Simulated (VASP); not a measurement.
Here is a VASP 6.6.1 calculation.

Contents of INCAR:

```
SYSTEM = GaGe3
PREC = Accurate
ENCUT = 520
EDIFF = 1E-6
ISMEAR = -1
SIGMA = 0.05
LREAL = .False.
LASPH = .True.
NELM = 100
ALGO = Normal
ISIF = 2
LWAVE = .False.
LCHARG = .True.
GGA = PS
LELF = .True.
LVHAR = .True.
NBANDS = 36
```

The input KPOINTS:

```
regular mesh
0
Gamma
  6 6 6
  0 0 0
```

The input POSCAR:

```
GaGe3
1.0
    4.1044720689      0.0000000000      0.0000000000
    0.0000000000      4.1044720689      0.0000000000
    0.0000000000      0.0000000000      4.1044720689
Ge Ga
3 1
Direct
    0.5000000000      0.5000000000      0.0000000000
    0.5000000000      0.0000000000      0.5000000000
    0.0000000000      0.5000000000      0.5000000000
    0.0000000000      0.0000000000      0.0000000000
```

Potentials or basis: VASP PAW PBE potentials, release 64 (Ge_d, Ga_d).

Run with:

```bash
$ cat potpaw_PBE.64/Ge_d/POTCAR potpaw_PBE.64/Ga_d/POTCAR > POTCAR
$ mpirun -np 1 vasp_std > vasp.out
```

Estimate the band gap on the k mesh.

zero (an odd number of electrons rules out a gap without spin polarisation).

What does it give for the pressure?

5.1 GPa.

Caveat: the cell stands under pressure; the PAW data sets were made with another functional, which shifts forces and pressure a little.
